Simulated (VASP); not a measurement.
Write the native input for VASP 6.6.1 that does the following.

* Task: single point
* Functional: PBE
* Potentials or basis: VASP PAW PBE potentials, release 64 (Mg, Be, Se, S)
* Cutoff: 520 eV
* k mesh: 4 × 4 × 2
* Occupations: gaussian, width 0.1 eV
* Spin: no spin polarisation
* Dipole correction: no
* Further INCAR settings: ALGO = Normal; EDIFF = 1e-07; NBANDS = 21

The structure of MgBe2SeS2 lies in POSCAR:

```
MgBe2SeS2
1.0
    5.2928323503      0.0000000000      0.0000000000
    0.0000000000      5.2928323503      0.0000000000
    0.0000000000      0.0000000000      6.0933132874
Mg Be Se S
1 2 1 2
Direct
    0.0000000000      0.0000000000      0.5000000000
    0.5000000000      0.5000000000      0.1632234367
    0.5000000000      0.5000000000      0.8367765633
    0.5000000000      0.5000000000      0.5000000000
    0.0000000000      0.5000000000      0.5000000000
    0.5000000000      0.0000000000      0.5000000000
```

These files were run (other wordings do the same):

INCAR

```
PREC     = Accurate       # precision mode
ENCUT    = 520            # plane-wave cutoff, eV
EDIFF    = 1E-7           # SCF threshold, eV
ISMEAR   = 0              # smearing method
SIGMA    = 0.1            # smearing width, eV
LREAL    = F              # projectors in reciprocal space
LASPH    = T              # aspherical terms in the spheres
NELM     = 100            # most SCF steps
ALGO     = Normal         # electronic algorithm
ISIF     = 2              # what is computed and relaxed
LWAVE    = F              # write WAVECAR
LCHARG   = F              # write CHGCAR
GGA      = PE             # functional
NBANDS   = 21             # bands
```

KPOINTS

```
Automatic mesh
0
Gamma
  4 4 2
```

Potentials or basis: VASP PAW PBE potentials, release 64 (Mg, Be, Se, S).

Run with:

```bash
$ cat potpaw_PBE.64/Mg/POTCAR potpaw_PBE.64/Be/POTCAR potpaw_PBE.64/Se/POTCAR potpaw_PBE.64/S/POTCAR > POTCAR
$ mpirun -np 1 vasp_std > vasp.out
```

It gave:

```
Pressure               : 0.0 GPa
Largest force          : 0.028 eV/Å
Band gap on the k mesh : zero (band 12 reaches 2.36 eV, above the bottom of band 13 at -0.37 eV)
```

Caveat: the k points lie up to 0.52 Å⁻¹ apart.

Run time: 43 s on 1 thread of Intel(R) Xeon(R) Platinum 8259CL CPU @ 2.50GHz (Skylake/Cascade Lake), with other jobs on the host, peak memory 0.27 GiB.
